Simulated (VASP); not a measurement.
Here is a VASP 6.6.1 calculation.

Contents of INCAR:

```
ALGO = Normal
EDIFF = 1E-6
ENCUT = 520
GGA = PE
ISIF = 2
ISMEAR = -1
LASPH = True
LCHARG = False
LREAL = Auto
LWAVE = False
NBANDS = 178
NELECT = 312.0
NELM = 100
PREC = Accurate
SIGMA = 0.01
```

File KPOINTS:

```
k-points
0
Gamma
  3 3 2
```

POSCAR

```
Sn16O15
1.0
    7.6273904400      0.0000000000      0.0000000000
    0.0000000000      7.6273904400      0.0000000000
    0.0000000000      0.0000000000      9.7738266000
Sn O
16 15
Direct
   -0.0091858960      0.2500000000      0.1336096423
   -0.0016397489      0.2500000000      0.6182462570
    0.0071743078      0.7500000000      0.1166326767
   -0.0003615337      0.7500000000      0.6179842232
    0.5091858960      0.2500000000      0.1336096423
    0.5016397489      0.2500000000      0.6182462570
    0.4928256922      0.7500000000      0.1166326767
    0.5003615337      0.7500000000      0.6179842232
    0.2500000000     -0.0016397489      0.3817537430
    0.2500000000     -0.0091858960      0.8663903577
    0.2500000000      0.5016397489      0.3817537430
    0.2500000000      0.5091858960      0.8663903577
    0.7500000000     -0.0003615337      0.3820157768
    0.7500000000      0.0071743078      0.8833673233
    0.7500000000      0.5003615337      0.3820157768
    0.7500000000      0.4928256922      0.8833673233
    0.2500000000      0.2500000000      0.5000000000
    0.2500000000      0.7500000000     -0.0210944526
    0.2500000000      0.7500000000      0.5038508722
    0.7500000000      0.2500000000      0.0210944526
    0.7500000000      0.2500000000      0.4961491278
    0.7500000000      0.7500000000      0.0000000000
    0.7500000000      0.7500000000      0.5000000000
    0.0213840229      0.0213840229      0.0000000000
   -0.0021885672     -0.0021885672      0.5000000000
    0.0213840229      0.4786159771      0.0000000000
   -0.0021885672      0.5021885672      0.5000000000
    0.4786159771      0.0213840229      0.0000000000
    0.5021885672     -0.0021885672      0.5000000000
    0.4786159771      0.4786159771      0.0000000000
    0.5021885672      0.5021885672      0.5000000000
```

Potentials or basis: VASP PAW PBE potentials, release 64 (Sn_d, O).

Command:

```bash
$ cat potpaw_PBE.64/Sn_d/POTCAR potpaw_PBE.64/O/POTCAR > POTCAR
$ mpirun -np 1 vasp_std > vasp.out
```

(1) What does it give for the largest force?

Answers

(1) 0.087 eV/Å.

Caveat: the cell carries a net charge on a neutralising background, which shifts energy and pressure.
